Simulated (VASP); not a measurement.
# CuO in VASP: single point with PBE+U

Aim: the single point of CuO with PBE+U.

All numbers are computed with VASP 6.6.1; they aren't measurements. Logs are shortened: lines on timing, memory, paths and dates and some standing lists are left out, and cuts for length are marked.

## Step 1: The cell of the first run

The typed cell holds 4 atoms: a = 2.949 Å, b = 2.949 Å, c = 5.218 Å, α = 90.00°, β = 90.00°, γ = 89.51°.

## Step 2: Single point, PBE+U, collinear spin

The input, INCAR:

```
ALGO = Normal
EDIFF = 1E-6
ENCUT = 700
GGA = PE
GGA_COMPAT = F
ISIF = 2
ISMEAR = 0
ISPIN = 2
LASPH = T
LCHARG = F
LDAU = T
LDAUJ = 0 0
LDAUL = 2 -1
LDAUPRINT = 1
LDAUTYPE = 2
LDAUU = 4 0
LMAXMIX = 4
LORBIT = 11
LREAL = F
LWAVE = F
MAGMOM = 0.63 0.63 0 0
NBANDS = 37
NELM = 200
PREC = Accurate
SIGMA = 0.05
```

The input, KPOINTS:

```
k-points
0
Gamma
  10 10 6
```

The input, POSCAR:

```
CuO
1.0
    2.0872091954     -2.0760605474      0.1652846558
    2.0872091954      2.0760605474      0.1652846558
   -0.4124906771      0.0000000000      5.2015957445
Cu O
2 2
Direct
    0.0000000000      0.5000000000      0.0000000000
    0.5000000000      0.0000000000      0.5000000000
    0.5000352668      0.4999647332      0.2500000000
    0.4999647332      0.5000352668      0.7500000000
```

Potentials or basis: VASP PAW PBE potentials, release 64 (Cu_sv_GW, O).

Run with:

```sh
$ cat potpaw_PBE.64/Cu_sv_GW/POTCAR potpaw_PBE.64/O/POTCAR > POTCAR
$ mpirun -np 1 vasp_std > vasp.out
```

OUTCAR:

```text
EDIFF = 1E-6
   ENCUT = 700
   GGA = PE
   ISIF = 2
   ISMEAR = 0
   ISPIN = 2
   LASPH = T
   LORBIT = 11
   LREAL = F
   NELM = 200
   PREC = Accurate

 ion  position               nearest neighbor table
   1  0.000  0.500  0.000-   3 1.97   4 1.97   3 1.97   4 1.97
   2  0.500  0.000  0.500-   3 1.97   4 1.97   4 1.97   3 1.97
   3  0.500  0.500  0.250-   1 1.97   2 1.97   2 1.97   1 1.97
   4  0.500  0.500  0.750-   1 1.97   2 1.97   1 1.97   2 1.97

  LATTYP: Found a base centered monoclinic cell.
 ALAT       =     4.1874867130
 B/A-ratio  =     0.9915544524
 C/A-ratio  =     1.2460757224
 COS(beta)  =    -0.0001107892

  Lattice vectors:

 A1 = (   2.0872091954,  -2.0760605474,   0.1652846558)
 A2 = (   2.0872091954,   2.0760605474,   0.1652846558)
 A3 = (  -0.4124906771,   0.0000000000,   5.2015957445)

Analysis of symmetry for initial positions (statically):
=====================================================================
 Subroutine PRICEL returns:
 Original cell was already a primitive cell.

 Routine SETGRP: Setting up the symmetry group for a
 base centered monoclinic supercell.

 Subroutine GETGRP returns: Found  4 space group operations
 (whereof  2 operations were pure point group operations)
 out of a pool of  4 trial point group operations.

The static configuration has the point symmetry S_2 .
 The point group associated with its full space group is C_2h.

Analysis of symmetry for dynamics (positions and initial velocities):
=====================================================================
 Subroutine PRICEL returns:
 Original cell was already a primitive cell.

 Routine SETGRP: Setting up the symmetry group for a
 base centered monoclinic supercell.

 Subroutine GETGRP returns: Found  4 space group operations
 (whereof  2 operations were pure point group operations)
 out of a pool of  4 trial point group operations.

The dynamic configuration has the point symmetry S_2 .
 The point group associated with its full space group is C_2h.

Analysis of structural, dynamic, and magnetic symmetry:
=====================================================================
 Subroutine PRICEL returns:
 Original cell was already a primitive cell.

 Routine SETGRP: Setting up the symmetry group for a
 base centered monoclinic supercell.

 Subroutine GETGRP returns: Found  4 space group operations
 (whereof  2 operations were pure point group operations)
 out of a pool of  4 trial point group operations.

The overall configuration has the point symmetry S_2 .
 The point group associated with its full space group is C_2h.

 Subroutine INISYM returns: Found  4 space group operations
 (whereof  2 operations are pure point group operations),
 and found     1 'primitive' translations

----------------------------------------------------------------------------------------

                                     Primitive cell

  volume of cell :      45.3619

[... 150 lines left out ...]
  0.0214  0.6486  0.0421  0.2952 -0.0236
  0.0139  0.0421  0.9386 -0.0409  0.0032
 -0.0257  0.2952 -0.0409  0.6482  0.0235
  0.0021 -0.0236  0.0032  0.0235  0.9407

 occupancies and eigenvectors

  o =  0.3437  v =  0.0000  0.0000  0.0000  0.0000  0.0000  0.0555 -0.7012  0.0969  0.7019 -0.0561      0.0000  0.0000  0.0000  0.0000  0.0000  0.0000  0.0000  0.0000  0.0000  0.0000
  o =  0.9099  v =  0.0000  0.0000  0.0000  0.0000  0.0000  0.8899  0.0706 -0.4464  0.0613 -0.0062      0.0000  0.0000  0.0000  0.0000  0.0000  0.0000  0.0000  0.0000  0.0000  0.0000
  o =  0.9216  v =  0.9016  0.0715 -0.4226  0.0580 -0.0064  0.0000  0.0000  0.0000  0.0000  0.0000      0.0000  0.0000  0.0000  0.0000  0.0000  0.0000  0.0000  0.0000  0.0000  0.0000
  o =  0.9425  v =  0.0000  0.0000  0.0000  0.0000  0.0000 -0.0045 -0.0001 -0.0059 -0.0786 -0.9969      0.0000  0.0000  0.0000  0.0000  0.0000  0.0000  0.0000  0.0000  0.0000  0.0000
  o =  0.9439  v =  0.0000  0.0000  0.0000  0.0000  0.0000 -0.0562  0.7085  0.0961  0.6946 -0.0551      0.0000  0.0000  0.0000  0.0000  0.0000  0.0000  0.0000  0.0000  0.0000  0.0000
  o =  0.9515  v =  0.0562 -0.7079 -0.0962 -0.6953  0.0554  0.0000  0.0000  0.0000  0.0000  0.0000      0.0000  0.0000  0.0000  0.0000  0.0000  0.0000  0.0000  0.0000  0.0000  0.0000
  o =  0.9524  v =  0.0047  0.0002  0.0059  0.0787  0.9969  0.0000  0.0000  0.0000  0.0000  0.0000      0.0000  0.0000  0.0000  0.0000  0.0000  0.0000  0.0000  0.0000  0.0000  0.0000
  o =  0.9530  v =  0.0000  0.0000  0.0000  0.0000  0.0000  0.4492  0.0355  0.8843 -0.1220  0.0024      0.0000  0.0000  0.0000  0.0000  0.0000  0.0000  0.0000  0.0000  0.0000  0.0000
  o =  0.9575  v =  0.4253  0.0335  0.8959 -0.1236  0.0025  0.0000  0.0000  0.0000  0.0000  0.0000      0.0000  0.0000  0.0000  0.0000  0.0000  0.0000  0.0000  0.0000  0.0000  0.0000
  o =  0.9913  v = -0.0556  0.7019 -0.0968 -0.7013  0.0560  0.0000  0.0000  0.0000  0.0000  0.0000      0.0000  0.0000  0.0000  0.0000  0.0000  0.0000  0.0000  0.0000  0.0000  0.0000

atom =   2  type =  1  l = 2

 onsite density matrix

spin component  1

  0.9284 -0.0034 -0.0139  0.0003 -0.0001
 -0.0034  0.9710  0.0016  0.0197 -0.0016
 -0.0139  0.0016  0.9514  0.0028 -0.0003
  0.0003  0.0197  0.0028  0.9711 -0.0015
 -0.0001 -0.0016 -0.0003 -0.0015  0.9525

spin component  2

  0.9170  0.0214 -0.0139  0.0257 -0.0021
  0.0214  0.6486 -0.0421 -0.2952  0.0236
 -0.0139 -0.0421  0.9386 -0.0409  0.0032
  0.0257 -0.2952 -0.0409  0.6482  0.0235
 -0.0021  0.0236  0.0032  0.0235  0.9407

 occupancies and eigenvectors

  o =  0.3437  v =  0.0000  0.0000  0.0000  0.0000  0.0000 -0.0555  0.7012  0.0969  0.7019 -0.0561      0.0000  0.0000  0.0000  0.0000  0.0000  0.0000  0.0000  0.0000  0.0000  0.0000
  o =  0.9099  v =  0.0000  0.0000  0.0000  0.0000  0.0000  0.8899  0.0706  0.4464 -0.0613  0.0062      0.0000  0.0000  0.0000  0.0000  0.0000  0.0000  0.0000  0.0000  0.0000  0.0000
  o =  0.9216  v =  0.9016  0.0715  0.4226 -0.0580  0.0064  0.0000  0.0000  0.0000  0.0000  0.0000      0.0000  0.0000  0.0000  0.0000  0.0000  0.0000  0.0000  0.0000  0.0000  0.0000
  o =  0.9425  v =  0.0000  0.0000  0.0000  0.0000  0.0000  0.0045  0.0001 -0.0059 -0.0786 -0.9969      0.0000  0.0000  0.0000  0.0000  0.0000  0.0000  0.0000  0.0000  0.0000  0.0000
  o =  0.9439  v =  0.0000  0.0000  0.0000  0.0000  0.0000  0.0562 -0.7085  0.0961  0.6946 -0.0551      0.0000  0.0000  0.0000  0.0000  0.0000  0.0000  0.0000  0.0000  0.0000  0.0000
  o =  0.9515  v = -0.0562  0.7079 -0.0962 -0.6953  0.0554  0.0000  0.0000  0.0000  0.0000  0.0000      0.0000  0.0000  0.0000  0.0000  0.0000  0.0000  0.0000  0.0000  0.0000  0.0000
  o =  0.9524  v = -0.0047 -0.0002  0.0059  0.0787  0.9969  0.0000  0.0000  0.0000  0.0000  0.0000      0.0000  0.0000  0.0000  0.0000  0.0000  0.0000  0.0000  0.0000  0.0000  0.0000
  o =  0.9530  v =  0.0000  0.0000  0.0000  0.0000  0.0000  0.4492  0.0355 -0.8843  0.1220 -0.0024      0.0000  0.0000  0.0000  0.0000  0.0000  0.0000  0.0000  0.0000  0.0000  0.0000
  o =  0.9575  v =  0.4253  0.0335 -0.8959  0.1236 -0.0025  0.0000  0.0000  0.0000  0.0000  0.0000      0.0000  0.0000  0.0000  0.0000  0.0000  0.0000  0.0000  0.0000  0.0000  0.0000
  o =  0.9913  v =  0.0556 -0.7019 -0.0968 -0.7013  0.0560  0.0000  0.0000  0.0000  0.0000  0.0000      0.0000  0.0000  0.0000  0.0000  0.0000  0.0000  0.0000  0.0000  0.0000  0.0000

 number of electron      49.9999991 magnetization       1.9944727

 Free energy of the ion-electron system (eV)
  ---------------------------------------------------
  ext. energy  EPLUGINS =         0.00000000
  ---------------------------------------------------
  free energy    TOTEN  =       -16.67010347 eV

  energy without entropy =      -16.66992847  energy(sigma->0) =      -16.67001597

 E-fermi :   4.6206     XC(G=0): -11.4694

 val. band max:        4.5904230982   @ k =   0.5000   0.4000   0.0000
 cond. band min:       4.6499166236   @ k =   0.5000   0.5000  -0.0000
 fundamental gap:      0.0594935254
 Fermi energy:         4.6206266812

 spin component 1

 k-point     1 :       0.0000    0.0000    0.0000
  band No.  band energies     occupation
      1    -108.4346      1.00000
      2    -108.4338      1.00000
      3     -66.1495      1.00000
      4     -66.1495      1.00000
      5     -66.1402      1.00000
      6     -66.1366      1.00000
[... 1913 lines left out ...]
     36      21.4915      0.00000
     37      22.9001      0.00000

 [... further k-points ...]

------------------------ aborting loop because EDIFF is reached ----------------------------------------

  FORCE on cell =-STRESS in cart. coord.  units (eV):
  Direction    XX          YY          ZZ          XY          YZ          ZX
  --------------------------------------------------------------------------------------
  -------------------------------------------------------------------------------------
  Total       -1.0922946     -1.0722962     -1.0391955      0.0000000      0.0000000     -0.0039491
  in kB      -38.5797167    -37.8733766    -36.7042635      0.0000000      0.0000000     -0.1394827
  external PRESSURE =     -37.7191189 kB  Pullay stress =       0.0000000 kB

 VOLUME and BASIS-vectors are now :
 -----------------------------------------------------------------------------
  energy-cutoff  :      700.00
  volume of cell :       45.36
      direct lattice vectors                 reciprocal lattice vectors
     2.087209195 -2.076060547  0.165284656     0.238059370 -0.240840760  0.018878297
     2.087209195  2.076060547  0.165284656     0.238059370  0.240840760  0.018878297
    -0.412490677  0.000000000  5.201595744    -0.015129035  0.000000000  0.191048952

 POSITION                                       TOTAL-FORCE (eV/Angst)
 -----------------------------------------------------------------------------------
      1.04360      1.03803      0.08264         0.000000      0.000000     -0.000000
      0.83736     -1.03803      2.68344         0.000000      0.000000     -0.000000
      1.98409     -0.00015      1.46568        -0.000000      0.000064     -0.000000
      1.77784      0.00015      4.06648         0.000000     -0.000064      0.000000
 -----------------------------------------------------------------------------------
    total drift:                               -0.000000      0.000000      0.000000

  FREE ENERGIE OF THE ION-ELECTRON SYSTEM (eV)
  ---------------------------------------------------
  free  energy   TOTEN  =       -16.6701034724 eV

  energy  without entropy=      -16.6699284723  energy(sigma->0) =      -16.67001597

 total charge

# of ion       s       p       d       f       tot
--------------------------------------------------
    1        2.248   6.363   8.841   0.012  17.464
    2        2.248   6.363   8.841   0.012  17.464
    3        1.552   3.433   0.000   0.000   4.985
    4        1.552   3.433   0.000   0.000   4.985
--------------------------------------------------
tot          7.599  19.592  17.683   0.023  44.897

 magnetization (x)

# of ion       s       p       d       f       tot
--------------------------------------------------
    1       -0.003   0.002   0.681   0.001   0.681
    2       -0.003   0.002   0.681   0.001   0.681
    3        0.021   0.272   0.000   0.000   0.293
    4        0.021   0.272   0.000   0.000   0.293
--------------------------------------------------
tot          0.035   0.547   1.363   0.002   1.947
```

Wall time 18 min (1 thread of Intel Xeon Platinum 8375C at 2.90GHz (Ice Lake), shared host); peak memory 0.73 GiB.

Results:

| Property | Result |
| --- | --- |
| Free energy | -16.6701 eV |
| Pressure | -3.8 GPa |
| Band gap on the k mesh | zero (filled and empty bands overlap) |
| Net moment | 1.99 μB per cell |
| Site moments | Cu +0.68; O +0.29 μB |
| Valence electrons inside the program's atomic spheres | Cu 17.46; O 4.99 |

Eigenvalues of the final occupation matrices:
```csv
site,spin,trace,eigenvalues
site 1 d,1,4.77,0.92 0.95 0.95 0.96 0.99
site 1 d,2,4.09,0.34 0.91 0.94 0.94 0.95
site 2 d,1,4.77,0.92 0.95 0.95 0.96 0.99
site 2 d,2,4.09,0.34 0.91 0.94 0.94 0.95
```

Caveat: the cell stands under tension.
